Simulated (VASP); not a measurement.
A run of VASP 6.6.1 is set up as follows.

Contents of INCAR:

```
SYSTEM = GaP
PREC = Accurate ; ENCUT = 600
EDIFF = 1E-6 ; ISMEAR = 0
SIGMA = 0.02 ; LREAL = .False.
LASPH = .True. ; NELM = 80
ALGO = Normal ; ISIF = 4
LWAVE = .False. ; LCHARG = .False.
GGA = PE ; IBRION = 2
NSW = 50 ; EDIFFG = -0.01
```

The input KPOINTS:

```
Automatic mesh
0
Gamma
  9 9 9
  0 0 0
```

The input POSCAR:

```
GaP
1.0
    1.9226858063      1.1100631678      6.3696830259
   -1.9226858063      1.1100631678      6.3696830259
    0.0000000000     -2.2201263357      6.3696830259
Ga P
2 2
Direct
    0.4355819192      0.4355819192      0.4355819192
    0.5644180808      0.5644180808      0.5644180808
    0.0575098537      0.0575098537      0.0575098537
    0.9424901463      0.9424901463      0.9424901463
```

Potentials or basis: VASP PAW PBE potentials, release 64 (Ga_d, P).

The run is started by

```console
$ cat potpaw_PBE.64/Ga_d/POTCAR potpaw_PBE.64/P/POTCAR > POTCAR
$ mpirun -np 1 vasp_std > vasp.out
```

Problem. What does it give for the band gap on the k mesh?

Solution. 0.89 eV (least direct gap 1.22 eV).

The path:
| step | energy change (eV) | largest force (eV/Å) | pressure (GPa) | volume (Å³) |
| --- | --- | --- | --- | --- |
| 1 | 0.0000 | 0.0347 | 2.27 | 81.57 |
| 2 | -0.0003 | 0.0256 | 2.23 | 81.57 |
| 3 | -0.0003 | 0.0244 | 2.23 | 81.57 |
| 4 | -0.0003 | 0.0254 | 2.23 | 81.57 |
| 5 | -0.0003 | 0.0052 | 2.22 | 81.57 |

Caveat: an odd mesh through Γ misses points on the zone boundary, where band edges can lie.
